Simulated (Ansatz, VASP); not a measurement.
TiPt3: VASP beside Ansatz

POSCAR

```
TiPt3
1.0
    3.8970000000      0.0000000000      0.0000000000
    0.0000000000      3.8970000000      0.0000000000
    0.0000000000      0.0000000000      3.8970000000
Ti Pt
1 3
Direct
    0.0000000000      0.0000000000      0.0000000000
    0.0000000000      0.5000000000      0.5000000000
    0.5000000000      0.0000000000      0.5000000000
    0.5000000000      0.5000000000      0.0000000000
```

The input INCAR.step1:

```
PREC = Accurate ; ENCUT = 550
ISMEAR = -1 ; SIGMA = 0.01
LREAL = False ; LASPH = True
NELM = 200 ; ISPIN = 2
MAGMOM = 0.39 -0.13 -0.13 -0.13 ; LMAXMIX = 4
NBANDS = 33 ; GGA = PE
ALGO = Normal ; EDIFF = 1E-5
LWAVE = True ; LCHARG = False
GGA_COMPAT = False
```

INCAR.step2

```
PREC = Accurate ; ENCUT = 550
EDIFF = 1E-6 ; ISMEAR = -1
SIGMA = 0.01 ; LREAL = False
LASPH = True ; NELM = 200
ALGO = Normal ; ISIF = 2
LWAVE = False ; LCHARG = False
ISPIN = 2 ; MAGMOM = 0.39 -0.13 -0.13 -0.13
LORBIT = 11 ; LMAXMIX = 4
METAGGA = R2SCAN ; LMIXTAU = True
NBANDS = 33 ; ISTART = 1
GGA_COMPAT = False
```

Contents of KPOINTS:

```
regular mesh
0
Gamma
  3 3 3
```

Input for Ansatz:

```yaml
crystal:
  lattice:
    bravais: cubic
    a: 3.897
  space_group: 221
  atoms:
    - { symbol: Ti, position: [0.0, 0.0, 0.0] }
    - { symbol: Pt, position: [0.0, 0.5, 0.5] }
kpoints:
  mp_grid:
    grid: [3, 3, 3]
hamiltonian:
  xc: r2scan
  pseudopotentials:
    kind: nc
magnetization:
  spin_polarized: true
scf:
  max_iter: 100
  algorithm: density_mixing
  n_extra_bands: 2
  occupations:
    method: fermi_dirac
    width: 0.01
  eigensolver:
    kind: davidson
```

Alike in both runs: task single point; functional r2SCAN; k mesh 3 × 3 × 3; occupations fermi-dirac, width 0.01 eV; collinear spin.

```csv
,VASP,Ansatz
version,VASP 6.6.1,Ansatz 0.2.0
potentials or method,"VASP PAW PBE potentials, release 64 (Ti_sv, Pt)","plane waves, norm-conserving potentials"
plane-wave cutoff (eV),550,1143
valence electrons in the cell,42,66
```

Ansatz gave:

```
gap on the k mesh at the Fermi level (eV)                     : none
net moment per atom (μB)                                      : 0.02
size of the moment on the site where the two differ most (μB) : 0.36
```

Problem. What did VASP give for the same quantities?

Solution. gap on the k mesh at the Fermi level (eV): none; net moment per atom (μB): 0.04; size of the moment on the site where the two differ most (μB): 0.18.

VASP's potentials were made for PBE, not for r2SCAN. Site moments also hang on the region over which each program counts them. A gap of «none» marks a metal or a gap that the smearing closes. VASP's potentials hold 42 valence electrons a cell and Ansatz's 66, so a difference there can come from the potentials and not from the codes. Ansatz's warnings: no starting moments.

The k mesh is coarse, so the values compare programs but aren't converged. Neither program's run includes spin-orbit coupling.
